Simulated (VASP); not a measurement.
The system is Mg2SO.

```
CELL_PARAMETERS angstrom
3.43541 0.00000 0.00000
0.00000 3.43541 0.00000
0.00000 0.00000 4.80028
ATOMIC_POSITIONS crystal
O 0.00000 0.00000 0.00000
Mg 0.00000 0.00000 0.50000
Mg 0.50000 0.50000 0.00000
S 0.50000 0.50000 0.50000
```

| Quantity | Value |
| --- | --- |
| Program | VASP 6.6.1 |
| Task | relaxation of cell and atoms |
| Functional | r2SCAN |
| Potentials or basis | VASP PAW PBE potentials, release 64 (O, Mg, S) |
| Cutoff | 600 eV |
| k mesh | 6 × 6 × 6 |
| Occupations | fermi-dirac, width 0.02 eV |
| Spin | no spin polarisation |

At the start: pressure -2.9 GPa; volume 14.16 Å³/atom.

**Question.** Where does the relaxation end?

**Answer.** Over 3 steps the energy falls by 3.9 meV/atom and the volume is 13.75 Å³/atom (-3.0 %); space group P4/mmm (No. 123, to 0.05 Å).

The path:
```
step  energy change (eV)  largest force (eV/Å)  pressure (GPa)  volume (Å³)
   1              0.0000                0.0000           -2.89        56.65
   2             -0.0147                0.0000            0.78        54.59
   3             -0.0157                0.0000            0.02        54.98
```

Final structure:
```yaml
crystal:
  lattice:
    - [3.40218, 0.00000, 0.00000]
    - [0.00000, 3.40218, 0.00000]
    - [0.00000, 0.00000, 4.74997]
  atoms:
    - { symbol: O, position: [0.00000, 0.00000, 0.00000] }
    - { symbol: Mg, position: [0.00000, 0.00000, 0.50000] }
    - { symbol: Mg, position: [0.50000, 0.50000, 0.00000] }
    - { symbol: S, position: [0.50000, 0.50000, 0.50000] }
```

Caveat: the PAW data sets were made with another functional, which shifts forces and pressure a little.
